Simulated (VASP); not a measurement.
# ZnO (I4/mcm) in VASP: single point with PBE

Aim: the single point of ZnO with PBE.

All numbers are computed with VASP 6.6.1; they aren't measurements. Logs are shortened: lines on timing, memory, paths and dates and some standing lists are left out, and cuts for length are marked.

## 1. The cell of the first run

It takes space group I4/mcm (No. 140, tetragonal). The conventional cell has a = 6.835 Å, b = 6.835 Å, c = 4.526 Å, α = 90.00°, β = 90.00°, γ = 90.00°. Within 2.6 Å of Zn (site symmetry m2m) lie 5 O at 1.95 to 2.26 Å. O (site symmetry m2m) has 5 Zn at 1.95 to 2.26 Å within 2.6 Å.

## 2. Single point, PBE

File INCAR:

```
PREC = Accurate ; ENCUT = 520
EDIFF = 1E-7 ; ISMEAR = 0
SIGMA = 0.02 ; LREAL = False
LASPH = True ; NELM = 80
ALGO = Normal ; ISIF = 2
LWAVE = False ; LCHARG = True
GGA = PE ; LELF = True
LVHAR = True ; NBANDS = 46
```

File KPOINTS:

```
Automatic mesh
0
Gamma
  8 8 8
```

File POSCAR:

```
ZnO
1.0
   -3.4173205062      3.4173205062      2.2627804466
    3.4173205062     -3.4173205062      2.2627804466
    3.4173205062      3.4173205062     -2.2627804466
Zn O
4 4
Direct
    0.3497498534      0.8497498534      0.1994997067
    0.6502501466      0.1502501466      0.8005002933
    0.8497498534      0.6502501466      0.5000000000
    0.1502501466      0.3497498534      0.5000000000
    0.3515666989      0.1484333011      0.5000000000
    0.6484333011      0.8515666989      0.5000000000
    0.8515666989      0.3515666989      0.2031333978
    0.1484333011      0.6484333011      0.7968666022
```

Potentials or basis: VASP PAW PBE potentials, release 64 (Zn, O).

Launch:

```console
cat potpaw_PBE.64/Zn/POTCAR potpaw_PBE.64/O/POTCAR > POTCAR
mpirun -np 1 vasp_std > vasp.out
```

OUTCAR:

```text
PREC = Accurate
   ENCUT = 520
   EDIFF = 1E-7
   ISMEAR = 0
   LREAL = False
   LASPH = True
   NELM = 80
   ISIF = 2
   GGA = PE

 ion  position               nearest neighbor table
   1  0.350  0.850  0.199-   8 1.95   6 2.04   5 2.04   7 2.26   7 2.26   2 2.90   2 2.97   2 2.97

   2  0.650  0.150  0.801-   7 1.95   6 2.04   5 2.04   8 2.26   8 2.26   1 2.90   1 2.97   1 2.97

   3  0.850  0.650  0.500-   6 1.95   7 2.04   8 2.04   5 2.26   5 2.26   4 2.90   4 2.97   4 2.97

   4  0.150  0.350  0.500-   5 1.95   7 2.04   8 2.04   6 2.26   6 2.26   3 2.90   3 2.97   3 2.97

   5  0.352  0.148  0.500-   4 1.95   2 2.04   1 2.04   3 2.26   3 2.26
   6  0.648  0.852  0.500-   3 1.95   2 2.04   1 2.04   4 2.26   4 2.26
   7  0.852  0.352  0.203-   2 1.95   3 2.04   4 2.04   1 2.26   1 2.26
   8  0.148  0.648  0.797-   1 1.95   3 2.04   4 2.04   2 2.26   2 2.26

  LATTYP: Found a body centered tetragonal cell.
 ALAT       =     6.8346410124
 C/A-ratio  =     0.6621504897

  Lattice vectors:

 A1 = (  -3.4173205062,   3.4173205062,   2.2627804466)
 A2 = (   3.4173205062,  -3.4173205062,   2.2627804466)
 A3 = (   3.4173205062,   3.4173205062,  -2.2627804466)

Analysis of symmetry for initial positions (statically):
=====================================================================
 Subroutine PRICEL returns:
 Original cell was already a primitive cell.

 Routine SETGRP: Setting up the symmetry group for a
 body centered tetragonal supercell.

 Subroutine GETGRP returns: Found 16 space group operations
 (whereof  8 operations were pure point group operations)
 out of a pool of 16 trial point group operations.

The static configuration has the point symmetry C_4h.
 The point group associated with its full space group is D_4h.

Analysis of symmetry for dynamics (positions and initial velocities):
=====================================================================
 Subroutine PRICEL returns:
 Original cell was already a primitive cell.

 Routine SETGRP: Setting up the symmetry group for a
 body centered tetragonal supercell.

 Subroutine GETGRP returns: Found 16 space group operations
 (whereof  8 operations were pure point group operations)
 out of a pool of 16 trial point group operations.

The dynamic configuration has the point symmetry C_4h.
 The point group associated with its full space group is D_4h.

 Subroutine INISYM returns: Found 16 space group operations
 (whereof  8 operations are pure point group operations),
 and found     1 'primitive' translations

----------------------------------------------------------------------------------------

                                     Primitive cell

  volume of cell :     105.6997

  direct lattice vectors                    reciprocal lattice vectors
    -3.417320506  3.417320506  2.262780447     0.000000000  0.146313464  0.220967085
     3.417320506 -3.417320506  2.262780447     0.146313464  0.000000000  0.220967085
     3.417320506  3.417320506 -2.262780447     0.146313464  0.146313464  0.000000000

  length of vectors
     5.336322164  5.336322164  5.336322164     0.265017136  0.265017136  0.206918485

  position of ions in fractional coordinates (direct lattice)
     0.349749853  0.849749853  0.199499707
     0.650250147  0.150250147  0.800500293
     0.849749853  0.650250147  0.500000000
     0.150250147  0.349749853  0.500000000
     0.351566699  0.148433301  0.500000000
     0.648433301  0.851566699  0.500000000
     0.851566699  0.351566699  0.203133398
     0.148433301  0.648433301  0.796866602

  ion indices of the primitive-cell ions
   primitive index   ion index
                 1           1
                 2           2
                 3           3
                 4           4
                 5           5
                 6           6
                 7           7
                 8           8

----------------------------------------------------------------------------------------

 KPOINTS: Automatic mesh

Automatic generation of k-mesh.
 Grid dimensions read from file:
 generate k-points for:    8    8    8

 Generating k-lattice:

  Cartesian coordinates                     Fractional coordinates (reciprocal lattice)
     0.000000000  0.018289183  0.027620886     0.125000000  0.000000000  0.000000000
     0.018289183  0.000000000  0.027620886     0.000000000  0.125000000  0.000000000
     0.018289183  0.018289183  0.000000000     0.000000000  0.000000000  0.125000000

  Length of vectors
     0.033127142  0.033127142  0.025864811

  Shift w.r.t. Gamma in fractional coordinates (k-lattice)
     0.000000000  0.000000000  0.000000000

 Subroutine IBZKPT returns following result:
 ===========================================

 Found     59 irreducible k-points:

 Following reciprocal coordinates:
            Coordinates               Weight
  0.000000  0.000000  0.000000      1.000000
  0.125000  0.000000  0.000000      8.000000
  0.250000  0.000000  0.000000      8.000000
  0.375000  0.000000  0.000000      8.000000
  0.500000  0.000000  0.000000      4.000000
  0.125000  0.125000  0.000000      8.000000
[... 16 lines left out ...]
  0.250000  0.125000  0.125000     16.000000
  0.375000  0.125000  0.125000      8.000000
 [... further k-points ...]
   k-points           NKPTS =     59   k-points in BZ     NKDIM =     59   number of bands    NBANDS=     46
   number of dos      NEDOS =    301   number of ions     NIONS =      8
   total plane-waves  NPLWV =  64000
   dimension x,y,z NGX =    40 NGY =   40 NGZ =   40
   dimension x,y,z NGXF=    80 NGYF=   80 NGZF=   80
   ions per type =               4   4
   NGX,Y,Z   is equivalent  to a cutoff of  12.46, 12.46, 12.46 a.u.
   NGXF,Y,Z  is equivalent  to a cutoff of  24.92, 24.92, 24.92 a.u.
 SYSTEM =  unknown system
   PREC   = accura    normal or accurate (medium, high low for compatibility)
   ISTART =      0    job   : 0-new  1-cont  2-samecut
   ICHARG =      2    charge: 1-file 2-atom 10-const
   ISPIN  =      1    spin polarized calculation?
   LNONCOLLINEAR =      F non collinear calculations
   LSORBIT =      F    spin-orbit coupling
   LASPH  =      T    aspherical Exc in radial PAW
   ENCUT  =  520.0 eV  38.22 Ry    6.18 a.u.   9.92  9.92  9.92*2*pi/ulx,y,z
   NELM   =     80;   NELMIN=  2; NELMDL= -5     # of ELM steps
   EDIFF  = 0.1E-06   stopping-criterion for ELM
   LREAL  =      F    real-space projection
   EDIFFG = 0.1E-05   stopping-criterion for IOM
   NSW    =      0    number of steps for IOM
   IBRION =     -1    ionic relax: 0-MD 1-quasi-New 2-CG
   NFREE  =      0    steps in history (QN), initial steepest desc. (CG)
   ISIF   =      2    stress and relaxation
   ISYM   =      2    0-nonsym 1-usesym 2-fastsym
   POTIM  = 0.5000    time-step for ionic-motion
   TEBEG  =    0.0;   TEEND  =   0.0 temperature during run
   PSTRESS=    0.0 pullay stress
   NELECT =      72.0000    total number of electrons
   NUPDOWN=      -1.0000    fix difference up-down
   EMIN   =  10.00;   EMAX   =-10.00  energy-range for DOS
   EFERMI =   0.00;   METHOD = LEGACY
   ISMEAR =     0;   SIGMA  =   0.02  broadening in eV -4-tet -1-fermi 0-gaus
   EFERMI_NEDOS =   21; number of points for ismear=-14 and -15
   IALGO  =     38    algorithm
   IMIX   =      4    mixing-type and parameters
     AMIX     =   0.40;   BMIX     =  1.00
     AMIX_MAG =   1.60;   BMIX_MAG =  1.00
  volume/ion in A,a.u.               =      13.21        89.16
  Fermi-wavevector in a.u.,A,eV,Ry     =   1.440437  2.722032 28.230182  2.074860
  Thomas-Fermi vector in A             =   2.559182
   LORBIT       =      0    0 simple, 1 ext, 2 COOP (PROOUT), +10 PAW based schemes
   GGA     = PE    functional components
   LHFCALC =     F    Hartree Fock is set to
   AEXX    =    0.0000 exact exchange contribution
   IVDW    =     0    specifies the selected vdW correction
   LEPSILON=     F    determine dielectric tensor
   LRPA    =     F    only Hartree local field effects (RPA)
 non-spin polarized calculation
 Gauss-broadening in eV      SIGMA  =   0.02
  energy-cutoff  :      520.00
  volume of cell :      105.70
 maximum number of plane-waves:      2864
   NGX = 19   NGY = 19   NGZ = 19

 number of electron      71.9999997 magnetization

 Free energy of the ion-electron system (eV)
  ---------------------------------------------------
  ext. energy  EPLUGINS =         0.00000000
  ---------------------------------------------------
  free energy    TOTEN  =       -34.61981079 eV

  energy without entropy =      -34.61981079  energy(sigma->0) =      -34.61981079

 E-fermi :   0.8174     XC(G=0): -10.1077

 val. band max:        0.6616427375   @ k =  -0.2500  -0.2500   0.2500
 cond. band min:       1.5050702798   @ k =   0.0000   0.0000   0.0000
 fundamental gap:      0.8434275423
 Fermi energy:         0.8173531457

 k-point     1 :       0.0000    0.0000    0.0000
  band No.  band energies     occupation
      1     -17.3790      2.00000
      2     -16.3744      2.00000
      3     -16.2101      2.00000
      4     -16.2101      2.00000
      5      -5.8752      2.00000
      6      -4.9985      2.00000
[... 38 lines left out ...]
     45      10.7391      0.00000
     46      11.3518      0.00000

 k-point     2 :       0.1250    0.0000    0.0000
  band No.  band energies     occupation
      1     -17.3220      2.00000
      2     -16.3886      2.00000
      3     -16.2232      2.00000
      4     -16.2209      2.00000
      5      -5.9399      2.00000
      6      -5.0215      2.00000
[... 38 lines left out ...]
     45      10.3347      0.00000
     46      10.9886      0.00000

 k-point     3 :       0.2500    0.0000    0.0000
  band No.  band energies     occupation
      1     -17.1616      2.00000
      2     -16.4178      2.00000
      3     -16.2718      2.00000
      4     -16.2582      2.00000
      5      -6.0572      2.00000
      6      -5.2535      2.00000
[... 38 lines left out ...]
     45       9.8787      0.00000
     46      10.2905      0.00000

 k-point     4 :       0.3750    0.0000    0.0000
  band No.  band energies     occupation
      1     -16.9311      2.00000
      2     -16.4895      2.00000
      3     -16.3424      2.00000
      4     -16.3035      2.00000
      5      -6.0844      2.00000
      6      -5.6473      2.00000
[... 920 lines left out ...]
     45      10.4295      0.00000
     46      10.5819      0.00000

 k-point    23 :       0.2500    0.1250    0.1250
  band No.  band energies     occupation
      1     -16.9013      2.00000
      2     -16.4935      2.00000
      3     -16.3822      2.00000
      4     -16.2938      2.00000
      5      -5.9821      2.00000
      6      -5.6036      2.00000
[... 38 lines left out ...]
     45       9.8361      0.00000
     46      10.6465      0.00000

 k-point    24 :       0.3750    0.1250    0.1250
  band No.  band energies     occupation
      1     -16.6729      2.00000
      2     -16.6729      2.00000
      3     -16.3530      2.00000
      4     -16.3530      2.00000
      5      -5.8621      2.00000
      6      -5.8621      2.00000
[... 38 lines left out ...]
     45      10.1373      0.00000
     46      10.1373      0.00000

 [... further k-points ...]

------------------------ aborting loop because EDIFF is reached ----------------------------------------

  FORCE on cell =-STRESS in cart. coord.  units (eV):
  Direction    XX          YY          ZZ          XY          YZ          ZX
  --------------------------------------------------------------------------------------
  -------------------------------------------------------------------------------------
  Total        0.6754530      0.6754530      0.3463226      0.0000000      0.0000000     -0.0000000
  in kB       10.2383944     10.2383944      5.2494953      0.0000000      0.0000000     -0.0000000
  external PRESSURE =       8.5754280 kB  Pullay stress =       0.0000000 kB

 VOLUME and BASIS-vectors are now :
 -----------------------------------------------------------------------------
  energy-cutoff  :      520.00
  volume of cell :      105.70
      direct lattice vectors                 reciprocal lattice vectors
    -3.417320506  3.417320506  2.262780447     0.000000000  0.146313464  0.220967085
     3.417320506 -3.417320506  2.262780447     0.146313464  0.000000000  0.220967085
     3.417320506  3.417320506 -2.262780447     0.146313464  0.146313464  0.000000000

 POSITION                                       TOTAL-FORCE (eV/Angst)
 -----------------------------------------------------------------------------------
      2.39041     -1.02691      2.26278         0.001166      0.001166     -0.000000
      1.02691      4.44423     -0.00000        -0.001166     -0.001166      0.000000
      1.02691      2.39041      2.26278        -0.001166      0.001166     -0.000000
      2.39041      1.02691      0.00000         0.001166     -0.001166     -0.000000
      1.01449      2.40283      0.00000        -0.006199      0.006199     -0.000000
      2.40283      1.01449      2.26278         0.006199     -0.006199     -0.000000
     -1.01449      2.40283      2.26278         0.006199      0.006199      0.000000
      4.43181      1.01449      0.00000        -0.006199     -0.006199     -0.000000
 -----------------------------------------------------------------------------------
    total drift:                                0.000000      0.000000     -0.000000

  FREE ENERGIE OF THE ION-ELECTRON SYSTEM (eV)
  ---------------------------------------------------
  free  energy   TOTEN  =       -34.6198107905 eV

  energy  without entropy=      -34.6198107905  energy(sigma->0) =      -34.61981079
```

It took 14 min on 1 thread of AMD EPYC 7R13, shared host; peak memory 0.33 GiB.

What came out:

```
Free energy            : -34.6198 eV
Pressure               : 0.9 GPa
Largest force          : 0.009 eV/Å
Band gap on the k mesh : 0.84 eV, indirect (least direct gap 1.48 eV)
```

Forces on the atoms (eV/Å):
```
Zn   0.001  0.001  0.000
Zn  -0.001 -0.001  0.000
Zn  -0.001  0.001  0.000
Zn   0.001 -0.001  0.000
O   -0.006  0.006  0.000
O    0.006 -0.006  0.000
O    0.006  0.006  0.000
O   -0.006 -0.006  0.000
```

Levels at points of the mesh, in eV from the valence-band top:
| k point | band 32 | band 33 | band 34 | band 35 | band 36 | band 37 | band 38 | band 39 | band 40 | band 41 |
| --- | --- | --- | --- | --- | --- | --- | --- | --- | --- | --- |
| (0.00, 0.00, 0.00) | -1.85 | -1.34 | -1.02 | -0.63 | -0.63 | 0.84 | 6.67 | 6.67 | 7.46 | 7.79 |
| (0.50, 0.00, 0.00) | -1.49 | -0.71 | -0.71 | -0.12 | -0.12 | 4.75 | 4.75 | 6.26 | 6.26 | 7.93 |
| (0.50, 0.50, 0.00) | -2.10 | -1.57 | -1.16 | -1.08 | -1.03 | 3.44 | 4.19 | 6.14 | 6.61 | 6.78 |
| (0.50, 0.50, 0.50) | -1.57 | -1.57 | -1.45 | -1.45 | -0.47 | 4.62 | 4.88 | 4.88 | 5.72 | 6.43 |
